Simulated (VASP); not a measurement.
CoO:

```
Co O
1.0
     3.18086    0.00000    0.00000
    -1.59043    2.75470    0.00000
     0.00000    0.00000    4.43334
Co O
2 2
Direct
  0.00000 0.00000 0.00000
  0.00000 0.00000 0.50000
  0.33333 0.66667 0.25000
  0.66667 0.33333 0.75000
```

```yaml
Program: VASP 6.6.1
Task: relaxation of shape and atoms at fixed volume
Functional: PBE
Potentials_or_basis: VASP PAW PBE potentials, release 64 (Co, O)
Cutoff: 600 eV
k_mesh: 8 × 8 × 4
Occupations: gaussian, width 0.05 eV
Spin: collinear spin, ferromagnetic start
Starting_moments: "[1.76, 2.53, 0.0, 0.0] μB"
Hubbard_terms: Co d U = 3.3 eV
```

At the start: pressure 5.3 GPa; volume 9.71 Å³/atom.

**Question.** How do energy, volume and symmetry change on relaxing?

**Answer.** Over 6 steps the energy falls by 228.6 meV/atom; space group P6_3/mmc (No. 194, to 0.1 Å) before and after; moment 6.00 μB per cell.

Step by step:
```csv
step,energy change (eV),largest force (eV/Å),pressure (GPa),volume (Å³)
1,0.0000,0.2892,5.34,38.85
2,-0.7810,0.0365,2.52,38.85
3,-0.8968,0.3113,-0.15,38.85
4,-0.9103,0.2292,0.58,38.85
5,-0.9140,0.0660,0.51,38.85
6,-0.9144,0.0013,0.50,38.85
```

Final structure:
```yaml
crystal:
  lattice:
    - [2.94901, 0.00000, 0.00000]
    - [-1.47450, 2.55391, 0.00000]
    - [0.00000, 0.00000, 5.15785]
  atoms:
    - { symbol: Co, position: [0.00000, 0.00000, 0.00000] }
    - { symbol: Co, position: [0.00000, 0.00000, 0.50000] }
    - { symbol: O, position: [0.33333, 0.66667, 0.25157] }
    - { symbol: O, position: [0.66667, 0.33333, 0.74843] }
```

Caveat: a cell axis changed by over 15 % at a fixed basis, so the end point is rough.
